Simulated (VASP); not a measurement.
Here is a VASP 6.6.1 calculation.

INCAR

```
PREC = Accurate ; ENCUT = 520
EDIFF = 1E-7 ; ISMEAR = -1
SIGMA = 0.05 ; LREAL = False
LASPH = True ; NELM = 100
ALGO = Normal ; ISIF = 2
LWAVE = False ; LCHARG = False
GGA = PS ; NBANDS = 16
```

Contents of KPOINTS:

```
Automatic mesh
0
Gamma
  9 9 9
```

The input POSCAR:

```
ZrS
1.0
    0.0000000000      2.6764836589      2.6764836589
    2.6764836589      0.0000000000      2.6764836589
    2.6764836589      2.6764836589      0.0000000000
Zr S
1 1
Direct
    0.0000000000      0.0000000000      0.0000000000
    0.5000000000      0.5000000000      0.5000000000
```

Potentials or basis: VASP PAW PBE potentials, release 64 (Zr_sv, S).

Run with:

```sh
$ cat potpaw_PBE.64/Zr_sv/POTCAR potpaw_PBE.64/S/POTCAR > POTCAR
$ mpirun -np 1 vasp_std > vasp.out
```

Problem. Estimate the band gap on the k mesh.

Solution. Zero (band 9 reaches 10.94 eV, above the bottom of band 10 at 8.66 eV).

Problem. What does it give for the pressure?

Solution. -12.3 GPa.

Caveat: the PAW data sets were made with another functional, which shifts forces and pressure a little.
